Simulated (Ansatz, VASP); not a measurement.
# Hf: VASP beside Ansatz

The input INCAR:

```
SYSTEM = Hf
PREC = Accurate
ENCUT = 520
EDIFF = 1E-6
ISMEAR = 0
SIGMA = 0.15
LREAL = .FALSE.
LASPH = .TRUE.
NELM = 80
ALGO = Fast
ISIF = 2
LWAVE = .FALSE.
LCHARG = .FALSE.
GGA = PE
NBANDS = 17
```

File KPOINTS:

```
regular mesh
0
G
  18 18 10
  0 0 0
```

The input POSCAR:

```
Hf
1.0
    3.2925994799      0.0000000000      0.0000000000
   -1.6462997400      2.8514747941      0.0000000000
    0.0000000000      0.0000000000      4.9060660000
Hf
2
Direct
    0.3333333333      0.6666666667      0.2500000000
    0.6666666667      0.3333333333      0.7500000000
```

Input for Ansatz:

```yaml
crystal:
  lattice:
    - [3.2925994799, 0.0, 0.0]
    - [-1.64629974, 2.8514747941, 0.0]
    - [0.0, 0.0, 4.906066]
  atoms:
    - { symbol: Hf, position: [0.3333333333, 0.6666666667, 0.25] }
    - { symbol: Hf, position: [0.6666666667, 0.3333333333, 0.75] }
basis:
  ecutwfc: 420
kpoints:
  mp_grid: { grid: [18, 18, 10] }
hamiltonian:
  xc: pbe
scf:
  occupations: { method: gaussian, width: 0.15 }
output:
  forces: true
  stress: true
  eigenvalues: true
```

Change from the starting cell: strain +0.030 along x and y, -0.030 along z, atoms carried along.

Alike in both runs: task single point; functional PBE; k mesh 18 × 18 × 10; occupations gaussian, width 0.15 eV; no spin polarisation.

```csv
,VASP,Ansatz
version,VASP 6.6.1,Ansatz 0.2.0
potentials or method,"VASP PAW PBE potentials, release 64 (Hf_pv), cutoff 520 eV","scalar-relativistic, plane waves, PAW"
valence electrons in the cell,20,52
```

Ansatz gave:

* gap on the k mesh at the Fermi level (eV): none
* pressure (GPa): -1.9
* traceless stress, the component that is largest in VASP (GPa): 4.65

Question: Which values does VASP return?

Answer: gap on the k mesh at the Fermi level (eV): none; pressure (GPa): -2.3; traceless stress, the component that is largest in VASP (GPa): 4.58.

A gap of «none» marks a metal or a gap that the smearing closes. VASP's potentials hold 20 valence electrons a cell and Ansatz's 52, so a difference there can come from the potentials and not from the codes.

Spin-orbit coupling is off throughout.
